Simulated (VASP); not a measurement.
Runs of VASP 6.6.1 on ReS. The structure is that of space group Fm-3m (No. 225), or close to it. The cells are those of the table. 

```tsv
spin	cell	k mesh	gap on the mesh (eV)	pressure (GPa)	moment (μB)
off	a = 3.467 Å, angles 60.0°, 2 atoms	14 × 14 × 14	none	1.6	-
collinear	a = 3.513 Å, angles 60.0°, 2 atoms	14 × 14 × 14	none	(b)	1.98
off	a = 3.261 Å, angles 60.0°, 2 atoms	14 × 14 × 14	none	64.1	-
collinear	a = 3.509 Å, angles 60.0°, 2 atoms	8 × 8 × 8	none	1.5	1.90
off	a = 3.513 Å, angles 60.0°, 2 atoms	14 × 14 × 14	none	(a)	-
```

Alike in all rows: task single point; level r2SCAN; potentials or basis VASP PAW PBE potentials, release 64 (Re, S); cutoff (eV) 520; smearing gaussian 0.1 eV.

Q: Fill in the values left out.

A: (a) -6.4; (b) 1.1.

Caveats: the PAW data sets were made with another functional, which shifts forces and pressure a little; spin-orbit coupling is left out, which moves the levels of the heavy elements; an odd number of electrons without spin polarisation forces a metal (at least some runs); a magnetic or distorted state may lie lower (at least some runs); the cell stands under pressure (at least some runs); the cell stands under tension (at least some runs).

A k mesh can miss the band edges, and the runs leave out spin-orbit coupling on Re.

A gap of «none» marks levels without a gap at the run's occupations.
